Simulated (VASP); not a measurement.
# Pt (I4/mmm) in VASP: a series of runs

The runs below take Pt through single point, with LDA.

Program: VASP 6.6.1. These are calculated values, not measurements. Logs are shortened: lines on timing, memory, paths and dates and some standing lists are left out, and cuts for length are marked.

## 1. The cell of the first run

It takes space group I4/mmm (No. 139, tetragonal). Conventional cell: a = 3.214 Å, b = 3.214 Å, c = 2.772 Å, α = 90.00°, β = 90.00°, γ = 90.00°. Within 3.5 Å of Pt (site symmetry 4/mmm) lie 14 Pt at 2.66 to 3.21 Å.

## 2. Single point, LDA (14.31 Å³/atom)

The input, INCAR:

```
PREC = Accurate ; ENCUT = 520
EDIFF = 1E-7 ; ISMEAR = 0
SIGMA = 0.15 ; LREAL = False
LASPH = True ; NELM = 80
ALGO = Fast ; ISIF = 2
LWAVE = False ; LCHARG = False
GGA = CA ; NBANDS = 11
```

The input, KPOINTS:

```
Automatic mesh
0
Gamma
  22 22 22
```

The input, POSCAR:

```
Pt
1.0
    0.0000000000      2.2723601990      1.3861397214
    2.2723601990      0.0000000000      1.3861397214
    2.2723601990      2.2723601990      0.0000000000
Pt
1
Direct
    0.0000000000      0.0000000000      0.0000000000
```

Potentials or basis: VASP PAW LDA potentials, release 64 (Pt).

Run with:

```
$ cat potpaw_LDA.64/Pt/POTCAR > POTCAR
$ mpirun -np 1 vasp_std > vasp.out
```

OUTCAR:

```text
PREC = Accurate
   ENCUT = 520
   EDIFF = 1E-7
   ISMEAR = 0
   LREAL = False
   LASPH = True
   NELM = 80
   ISIF = 2
   GGA = CA

 ion  position               nearest neighbor table
   1  0.000  0.000  0.000-

  LATTYP: Found a body centered tetragonal cell.
 ALAT       =     3.2136026120
 C/A-ratio  =     0.8626702731

  Lattice vectors:

 A1 = (   0.0000000000,  -2.2723601990,  -1.3861397214)
 A2 = (   0.0000000000,   2.2723601990,  -1.3861397214)
 A3 = (   2.2723601990,   0.0000000000,   1.3861397214)

Analysis of symmetry for initial positions (statically):
=====================================================================
 Subroutine PRICEL returns:
 Original cell was already a primitive cell.

 Routine SETGRP: Setting up the symmetry group for a
 body centered tetragonal supercell.

 Subroutine GETGRP returns: Found 16 space group operations
 (whereof 16 operations were pure point group operations)
 out of a pool of 16 trial point group operations.

The static configuration has the point symmetry D_4h.

Analysis of symmetry for dynamics (positions and initial velocities):
=====================================================================
 Subroutine PRICEL returns:
 Original cell was already a primitive cell.

 Routine SETGRP: Setting up the symmetry group for a
 body centered tetragonal supercell.

 Subroutine GETGRP returns: Found 16 space group operations
 (whereof 16 operations were pure point group operations)
 out of a pool of 16 trial point group operations.

The dynamic configuration has the point symmetry D_4h.

 Subroutine INISYM returns: Found 16 space group operations
 (whereof 16 operations are pure point group operations),
 and found     1 'primitive' translations

----------------------------------------------------------------------------------------

                                     Primitive cell

  volume of cell :      14.3150

  direct lattice vectors                    reciprocal lattice vectors
     0.000000000  2.272360199  1.386139721    -0.220035538  0.220035538  0.360713998
     2.272360199  0.000000000  1.386139721     0.220035538 -0.220035538  0.360713998
     2.272360199  2.272360199  0.000000000     0.220035538  0.220035538 -0.360713998

  length of vectors
     2.661767120  2.661767120  3.213602612     0.476388355  0.476388355  0.476388355

  position of ions in fractional coordinates (direct lattice)
     0.000000000  0.000000000  0.000000000

  ion indices of the primitive-cell ions
   primitive index   ion index
                 1           1

----------------------------------------------------------------------------------------

 KPOINTS: Automatic mesh

Automatic generation of k-mesh.
 Grid dimensions read from file:
 generate k-points for:   22   22   22

 Generating k-lattice:

  Cartesian coordinates                     Fractional coordinates (reciprocal lattice)
    -0.010001615  0.010001615  0.016396091     0.045454545  0.000000000  0.000000000
     0.010001615 -0.010001615  0.016396091     0.000000000  0.045454545  0.000000000
     0.010001615  0.010001615 -0.016396091     0.000000000  0.000000000  0.045454545

  Length of vectors
     0.021654016  0.021654016  0.021654016

  Shift w.r.t. Gamma in fractional coordinates (k-lattice)
     0.000000000  0.000000000  0.000000000

 Subroutine IBZKPT returns following result:
 ===========================================

 Found    834 irreducible k-points:

 Following reciprocal coordinates:
            Coordinates               Weight
  0.000000  0.000000  0.000000      1.000000
  0.045455  0.000000  0.000000      8.000000
  0.090909  0.000000  0.000000      8.000000
  0.136364  0.000000  0.000000      8.000000
  0.181818  0.000000  0.000000      8.000000
  0.227273 -0.000000  0.000000      8.000000
[... 16 lines left out ...]
  0.500000  0.045455  0.000000      8.000000
 -0.454545  0.045455  0.000000      8.000000
 [... further k-points ...]
   k-points           NKPTS =    834   k-points in BZ     NKDIM =    834   number of bands    NBANDS=     11
   number of dos      NEDOS =    301   number of ions     NIONS =      1
   total plane-waves  NPLWV =   9600
   dimension x,y,z NGX =    20 NGY =   20 NGZ =   24
   dimension x,y,z NGXF=    40 NGYF=   40 NGZF=   48
   ions per type =               1
   NGX,Y,Z   is equivalent  to a cutoff of  12.49, 12.49, 12.42 a.u.
   NGXF,Y,Z  is equivalent  to a cutoff of  24.98, 24.98, 24.83 a.u.
 SYSTEM =  unknown system
   PREC   = accura    normal or accurate (medium, high low for compatibility)
   ISTART =      0    job   : 0-new  1-cont  2-samecut
   ICHARG =      2    charge: 1-file 2-atom 10-const
   ISPIN  =      1    spin polarized calculation?
   LNONCOLLINEAR =      F non collinear calculations
   LSORBIT =      F    spin-orbit coupling
   LASPH  =      T    aspherical Exc in radial PAW
   ENCUT  =  520.0 eV  38.22 Ry    6.18 a.u.   4.95  4.95  5.98*2*pi/ulx,y,z
   NELM   =     80;   NELMIN=  2; NELMDL= -5     # of ELM steps
   EDIFF  = 0.1E-06   stopping-criterion for ELM
   LREAL  =      F    real-space projection
   EDIFFG = 0.1E-05   stopping-criterion for IOM
   NSW    =      0    number of steps for IOM
   IBRION =     -1    ionic relax: 0-MD 1-quasi-New 2-CG
   NFREE  =      0    steps in history (QN), initial steepest desc. (CG)
   ISIF   =      2    stress and relaxation
   ISYM   =      2    0-nonsym 1-usesym 2-fastsym
   POTIM  = 0.5000    time-step for ionic-motion
   TEBEG  =    0.0;   TEEND  =   0.0 temperature during run
   PSTRESS=    0.0 pullay stress
   NELECT =      10.0000    total number of electrons
   NUPDOWN=      -1.0000    fix difference up-down
   EMIN   =  10.00;   EMAX   =-10.00  energy-range for DOS
   EFERMI =   0.00;   METHOD = LEGACY
   ISMEAR =     0;   SIGMA  =   0.15  broadening in eV -4-tet -1-fermi 0-gaus
   EFERMI_NEDOS =   21; number of points for ismear=-14 and -15
   IALGO  =     68    algorithm
   IMIX   =      4    mixing-type and parameters
     AMIX     =   0.40;   BMIX     =  1.00
     AMIX_MAG =   1.60;   BMIX_MAG =  1.00
  volume/ion in A,a.u.               =      14.31        96.60
  Fermi-wavevector in a.u.,A,eV,Ry     =   1.452594  2.745005 28.708710  2.110031
  Thomas-Fermi vector in A             =   2.569958
   LORBIT       =      0    0 simple, 1 ext, 2 COOP (PROOUT), +10 PAW based schemes
   GGA     = CA    functional components
   LHFCALC =     F    Hartree Fock is set to
   AEXX    =    0.0000 exact exchange contribution
   IVDW    =     0    specifies the selected vdW correction
   LEPSILON=     F    determine dielectric tensor
   LRPA    =     F    only Hartree local field effects (RPA)
 non-spin polarized calculation
 RMM-DIIS sequential band-by-band and
 Gauss-broadening in eV      SIGMA  =   0.15
  energy-cutoff  :      520.00
  volume of cell :       14.31
 maximum number of plane-waves:       402
   NGX =  9   NGY =  9   NGZ = 11

 number of electron      10.0000000 magnetization

 number of electron       9.9999999 magnetization

 Free energy of the ion-electron system (eV)
  ---------------------------------------------------
  ext. energy  EPLUGINS =         0.00000000
  ---------------------------------------------------
  free energy    TOTEN  =        -7.44221641 eV

  energy without entropy =       -7.43072437  energy(sigma->0) =       -7.43647039

 E-fermi :  12.0572     XC(G=0): -13.9854

 val. band max:       12.0561846820   @ k =  -0.2273   0.2727   0.1364
 cond. band min:      12.0587972662   @ k =  -0.3636   0.0455   0.2273
 fundamental gap:      0.0026125842
 Fermi energy:        12.0572029396

 k-point     1 :       0.0000    0.0000    0.0000
  band No.  band energies     occupation
      1       1.3499      2.00000
      2       6.9678      2.00000
      3       8.5368      2.00000
      4       8.5368      2.00000
      5       9.3735      2.00000
      6      11.5567      2.00000
      7      27.9895      0.00000
      8      27.9895      0.00000
      9      31.4305      0.00000
     10      39.0222      0.00000
     11      39.0249      0.00000

 k-point     2 :       0.0455    0.0000    0.0000
  band No.  band energies     occupation
      1       1.4500      2.00000
      2       6.9981      2.00000
      3       8.5154      2.00000
      4       8.5313      2.00000
      5       9.3976      2.00000
      6      11.5046      2.00000
      7      28.1248      0.00000
      8      28.1502      0.00000
      9      31.3783      0.00000
     10      37.7776      0.00000
     11      38.8962      0.00000

 k-point     3 :       0.0909    0.0000    0.0000
  band No.  band energies     occupation
      1       1.7446      2.00000
      2       7.0585      2.00000
      3       8.4362      2.00000
      4       8.5506      2.00000
      5       9.4882      2.00000
      6      11.3665      2.00000
      7      28.4915      0.00000
      8      28.6222      0.00000
      9      31.1548      0.00000
     10      36.4708      0.00000
     11      38.4665      0.00000

 k-point     4 :       0.1364    0.0000    0.0000
  band No.  band energies     occupation
      1       2.2146      2.00000
      2       7.0650      2.00000
      3       8.2888      2.00000
      4       8.6926      2.00000
      5       9.6714      2.00000
      6      11.1849      2.00000
      7      28.9454      0.00000
      8      29.3768      0.00000
      9      30.6309      0.00000
     10      35.6880      0.00000
     11      37.6294      0.00000

 k-point     5 :       0.1818    0.0000    0.0000
  band No.  band energies     occupation
      1       2.8193      2.00000
      2       6.9531      2.00000
      3       8.1134      2.00000
      4       9.0381      2.00000
      5       9.9482      2.00000
      6      11.0033      2.00000
      7      29.0013      0.00000
      8      30.0195      0.00000
      9      30.3679      0.00000
     10      35.4854      0.00000
     11      36.3643      0.00000
[... 211 lines left out ...]
 k-point    21 :       0.4091    0.0455    0.0000
  band No.  band energies     occupation
      1       4.5312      2.00000
      2       5.9378      2.00000
      3       9.8621      2.00000
      4      11.0973      2.00000
      5      12.3453      0.00661
      6      12.4888      0.00005
      7      21.4730      0.00000
      8      25.4018      0.00000
      9      28.3843      0.00000
     10      35.7297      0.00000
     11      37.1674      0.00000

 k-point    22 :       0.4545    0.0455    0.0000
  band No.  band energies     occupation
      1       4.4783      2.00000
      2       5.8503      2.00000
      3      10.0846      2.00000
      4      11.4328      2.00000
      5      12.8458      0.00000
      6      13.0540      0.00000
      7      20.1010      0.00000
      8      25.0177      0.00000
      9      27.5273      0.00000
     10      35.9566      0.00000
     11      37.1348      0.00000

 k-point    23 :       0.5000    0.0455    0.0000
  band No.  band energies     occupation
      1       4.4600      2.00000
      2       5.8309      2.00000
      3      10.2295      2.00000
      4      11.3562      2.00000
      5      13.0494      0.00000
      6      13.2830      0.00000
      7      19.6802      0.00000
      8      24.9459      0.00000
      9      27.1926      0.00000
     10      36.2231      0.00000
     11      37.1142      0.00000

 k-point    24 :      -0.4545    0.0455    0.0000
  band No.  band energies     occupation
      1       4.4886      2.00000
      2       5.8796      2.00000
      3      10.3335      2.00000
      4      10.9294      2.00000
      5      12.8332      0.00000
      6      12.9061      0.00000
      7      20.4353      0.00000
      8      25.1945      0.00000
      9      27.4282      0.00000
     10      36.3638      0.00000
     11      37.3575      0.00000

 [... further k-points ...]

------------------------ aborting loop because EDIFF is reached ----------------------------------------

  FORCE on cell =-STRESS in cart. coord.  units (eV):
  Direction    XX          YY          ZZ          XY          YZ          ZX
  --------------------------------------------------------------------------------------
  -------------------------------------------------------------------------------------
  Total        1.6110059      1.6110059      0.4327006      0.0000000     -0.0000000     -0.0000000
  in kB      180.3085667    180.3085667     48.4291408      0.0000000     -0.0000000     -0.0000000
  external PRESSURE =     136.3487581 kB  Pullay stress =       0.0000000 kB

 VOLUME and BASIS-vectors are now :
 -----------------------------------------------------------------------------
  energy-cutoff  :      520.00
  volume of cell :       14.31
      direct lattice vectors                 reciprocal lattice vectors
     0.000000000  2.272360199  1.386139721    -0.220035538  0.220035538  0.360713998
     2.272360199  0.000000000  1.386139721     0.220035538 -0.220035538  0.360713998
     2.272360199  2.272360199  0.000000000     0.220035538  0.220035538 -0.360713998

 POSITION                                       TOTAL-FORCE (eV/Angst)
 -----------------------------------------------------------------------------------
      0.00000      0.00000      0.00000         0.000000      0.000000      0.000000
 -----------------------------------------------------------------------------------
    total drift:                                0.000000     -0.000000     -0.000000

  FREE ENERGIE OF THE ION-ELECTRON SYSTEM (eV)
  ---------------------------------------------------
  free  energy   TOTEN  =        -7.4422164096 eV

  energy  without entropy=       -7.4307243739  energy(sigma->0) =       -7.43647039
```

Run time: 3.4 min. Hardware: 1 thread of Intel Xeon 8259CL, shared host; peak memory 0.24 GiB.

Results:

```yaml
Free_energy: -7.4422 eV
Pressure: 13.6 GPa
Band_gap_on_the_k_mesh: zero (bands 5 and 6 overlap by 2.46 eV)
```

Stress tensor (GPa, compression positive):
```
18.03  0.00  0.00
 0.00 18.03  0.00
 0.00  0.00  4.84
```

Caveat: the cell stands under pressure; spin-orbit coupling is left out, which moves the levels of the heavy elements.

## 3. Single point, LDA (14.31 Å³/atom)

The input, INCAR:

```
SYSTEM = Pt
PREC = Accurate ; ENCUT = 520
EDIFF = 1E-6 ; ISMEAR = 0
SIGMA = 0.15 ; LREAL = .False.
LASPH = .True. ; NELM = 100
ALGO = Normal ; ISIF = 2
LWAVE = .False. ; LCHARG = .False.
NBANDS = 11
```

The input, KPOINTS:

```
Automatic mesh
0
Gamma
  22 22 22
  0 0 0
```

The input, POSCAR:

```
Pt
1.0
    0.0000000000      1.8494202112      2.0926189690
    1.8494202112      0.0000000000      2.0926189690
    1.8494202112      1.8494202112      0.0000000000
Pt
1
Direct
    0.0000000000      0.0000000000      0.0000000000
```

Potentials or basis: VASP PAW LDA potentials, release 64 (Pt).

Run with:

```
$ cat potpaw_LDA.64/Pt/POTCAR > POTCAR
$ mpirun -np 1 vasp_std > vasp.out
```

Run time: 1.9 min. Hardware: 1 thread of Intel Xeon 8259CL, shared host; peak memory 0.24 GiB.

It converged, with:

| Quantity | Value |
| --- | --- |
| Free energy | -7.4283 eV |
| Pressure | 13.7 GPa |
| Band gap on the k mesh | zero (bands 5 and 6 overlap by 3.03 eV) |

Stress tensor (GPa, compression positive):
```
20.66  0.00  0.00
 0.00 20.66  0.00
 0.00  0.00 -0.35
```

Levels at points of the mesh, in eV from the Fermi level:
```tsv
k point	band 3	band 4	band 5	band 6	band 7	band 8
(0.00, 0.00, 0.00)	-3.43	-3.43	-2.78	-0.78	14.78	17.65
(0.50, 0.00, 0.00)	-3.37	-0.57	-0.18	0.40	6.47	13.70
(0.50, 0.50, 0.00)	0.23	0.29	0.53	0.53	7.38	13.15
(0.50, 0.00, 0.50)	-0.16	-0.13	1.39	2.63	10.51	10.79
```

Caveat: the cell stands under pressure; spin-orbit coupling is left out, which moves the levels of the heavy elements.

## 4. Single point, LDA (14.32 Å³/atom)

The input, INCAR:

```
PREC     = Accurate       # precision mode
ENCUT    = 520            # plane-wave cutoff, eV
EDIFF    = 1E-6           # SCF threshold, eV
ISMEAR   = 0              # smearing method
SIGMA    = 0.15           # smearing width, eV
LREAL    = False          # projectors in reciprocal space
LASPH    = True           # aspherical terms in the spheres
NELM     = 100            # most SCF steps
ALGO     = Normal         # electronic algorithm
ISIF     = 2              # what is computed and relaxed
LWAVE    = False          # write WAVECAR
LCHARG   = True           # write CHGCAR
LELF     = True           # ELF
LVHAR    = True         
NBANDS   = 11             # bands
```

The input, KPOINTS:

```
Automatic mesh
0
Gamma
  22 22 22
```

The input, POSCAR:

```
Pt
1.0
    0.0000000000      2.2260138434      1.4444603830
    2.2260138434      0.0000000000      1.4444603830
    2.2260138434      2.2260138434      0.0000000000
Pt
1
Direct
    0.0000000000      0.0000000000      0.0000000000
```

Run with:

```
$ cat potpaw_LDA.64/Pt/POTCAR > POTCAR
$ mpirun -np 1 vasp_std > vasp.out
```

Run time: 2.4 min. Hardware: 1 thread of Intel Xeon 8259CL, shared host; peak memory 0.24 GiB.

Results (log left out):

```
Free energy            : -7.3935 eV
Pressure               : 14.2 GPa
Band gap on the k mesh : zero (bands 5 and 6 overlap by 2.52 eV)
```

Stress tensor (GPa, compression positive):
```
17.94  0.00  0.00
 0.00 17.94  0.00
 0.00  0.00  6.60
```

Levels at points of the mesh, in eV from the Fermi level:
```tsv
k point	band 2	band 3	band 4	band 5	band 6	band 7	band 8	band 9
(0.00, 0.00, 0.00)	-4.64	-3.76	-3.76	-1.90	-0.68	16.40	16.40	18.30
(0.50, 0.00, 0.00)	-6.05	-1.35	-0.27	0.16	1.23	7.46	12.92	15.88
(0.50, 0.50, 0.00)	-7.16	0.52	0.52	0.81	6.95	6.95	9.71	13.96
(0.50, 0.00, 0.50)	-5.11	-2.19	-1.07	-0.47	1.10	6.62	13.82	18.08
```

Caveat: the cell stands under pressure; spin-orbit coupling is left out, which moves the levels of the heavy elements.

## 5. Overview

| cell | gap on the mesh (eV) | pressure (GPa) |
| --- | --- | --- |
| a = 2.662, b = 2.662, c = 3.214 Å, angles 52.9, 52.9, 74.3°, 1 atom | none | 13.6 |
| a = 2.793, b = 2.793, c = 2.615 Å, angles 62.1, 62.1, 55.8°, 1 atom | none | 13.7 |
| a = 2.654, b = 2.654, c = 3.148 Å, angles 53.6, 53.6, 72.8°, 1 atom | none | 14.2 |

Alike in all rows: task single point; level LDA; potentials or basis VASP PAW LDA potentials, release 64 (Pt); no spin polarisation; k mesh 22 × 22 × 22; cutoff (eV) 520; smearing gaussian 0.15 eV.

Caveats: the cell stands under pressure; spin-orbit coupling is left out, which moves the levels of the heavy elements.

Absolute energies hang on the potentials; compare differences alone.
